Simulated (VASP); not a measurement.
Write the native input for VASP 6.6.1 that does the following.

| Quantity | Value |
| --- | --- |
| Task | single point |
| Functional | PBE |
| Potentials or basis | VASP PAW PBE potentials, release 64 (In_d, Se) |
| Cutoff | 520 eV |
| k mesh | 12 × 12 × 12 |
| Occupations | gaussian, width 0.1 eV |
| Spin | no spin polarisation |
| Dipole correction | no |
| Further INCAR settings | ALGO = Normal; EDIFF = 1e-06; NBANDS = 30 |

The structure of In3Se lies in POSCAR:

```
In3Se
1.0
   -3.0371379047      3.0371379047      3.0371379047
    3.0371379047     -3.0371379047      3.0371379047
    3.0371379047      3.0371379047     -3.0371379047
In Se
3 1
Direct
    0.0000000000      0.5000000000      0.5000000000
    0.5000000000      0.0000000000      0.5000000000
    0.5000000000      0.5000000000      0.0000000000
    0.0000000000      0.0000000000      0.0000000000
```

The input as run:

INCAR

```
SYSTEM = In3Se
PREC = Accurate
ENCUT = 520
EDIFF = 1E-6
ISMEAR = 0
SIGMA = 0.1
LREAL = .False.
LASPH = .True.
NELM = 100
ALGO = Normal
ISIF = 2
LWAVE = .False.
LCHARG = .False.
GGA = PE
NBANDS = 30
```

KPOINTS

```
regular mesh
0
Gamma
  12 12 12
  0 0 0
```

Potentials or basis: VASP PAW PBE potentials, release 64 (In_d, Se).

The run is started by

```bash
$ cat potpaw_PBE.64/In_d/POTCAR potpaw_PBE.64/Se/POTCAR > POTCAR
$ mpirun -np 1 vasp_std > vasp.out
```

Results of the run:

The pressure is -0.1 GPa.

It took 3.7 min on 1 thread of Intel Xeon 6975P-C, with other jobs on the host, peak memory 0.37 GiB.
